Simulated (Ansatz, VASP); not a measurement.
# Two plane-wave programs on Cr

```xyz
2
Lattice="2.9689 0.0000 0.0000 0.0000 2.9689 0.0000 0.0000 0.0000 2.9689" Properties=species:S:1:pos:R:3 pbc="T T T"
Cr    0.0000    0.0000    0.0000
Cr    1.4844    1.4844    1.4844
```

Alike in both runs: task single point; functional PBE; k mesh 2 × 2 × 2; occupations gaussian, width 0.1 eV; collinear spin.

|  | VASP | Ansatz |
| --- | --- | --- |
| version | VASP 6.6.1 | Ansatz 0.2.0 |
| potentials or method | VASP PAW PBE potentials, release 64 (Cr_pv), cutoff 500 eV | scalar-relativistic, plane waves, PAW |
| valence electrons in the cell | 24 | 28 |

```tsv
	VASP	Ansatz	Ansatz less VASP
gap on the k mesh at the Fermi level (eV)	none	none	-
pressure (GPa)	-8.4	-6.8	+1.64
net moment per atom (μB)	0.00	0.00	0.000
size of the moment on the site where the two differ most (μB)	1.50	1.50	-0.005
```

Site moments also hang on the region over which each program counts them. A gap of «none» marks a metal or a gap that the smearing closes. VASP's potentials hold 24 valence electrons a cell and Ansatz's 28, so a difference there can come from the potentials and not from the codes.

The k mesh is coarse, so the values compare programs but aren't converged.
